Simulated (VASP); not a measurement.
Runs of VASP 6.6.1 on BeTe. The structure is that of space group F-43m (No. 216), or close to it. The cells are those of the table. 

```tsv
cell	gap on the mesh (eV)	pressure (GPa)
a = 3.810 Å, angles 60.0°, 2 atoms	1.61	11.7
a = 3.952 Å, angles 60.0°, 2 atoms	(b)	2.7
a = 4.019 Å, angles 60.0°, 2 atoms	(a)	-0.4
a = 3.986 Å, angles 60.0°, 2 atoms	1.98	1.0
a = 3.846 Å, angles 60.0°, 2 atoms	1.69	9.0
a = 3.917 Å, angles 60.0°, 2 atoms	(c)	4.5
a = 3.882 Å, angles 60.0°, 2 atoms	1.77	6.6
```

Alike in all rows: task single point; level PBE; potentials or basis VASP PAW PBE potentials, release 64 (Be, Te); no spin polarisation; k mesh 6 × 6 × 6; cutoff (eV) 600; smearing gaussian 0.01 eV.

Problem. Fill in the values left out.

Solution. (a) 2.04; (b) 1.91; (c) 1.85.

Caveats: spin-orbit coupling is left out, which moves the levels of the heavy elements.

A k mesh can miss the band edges, and the runs leave out spin-orbit coupling on Te.
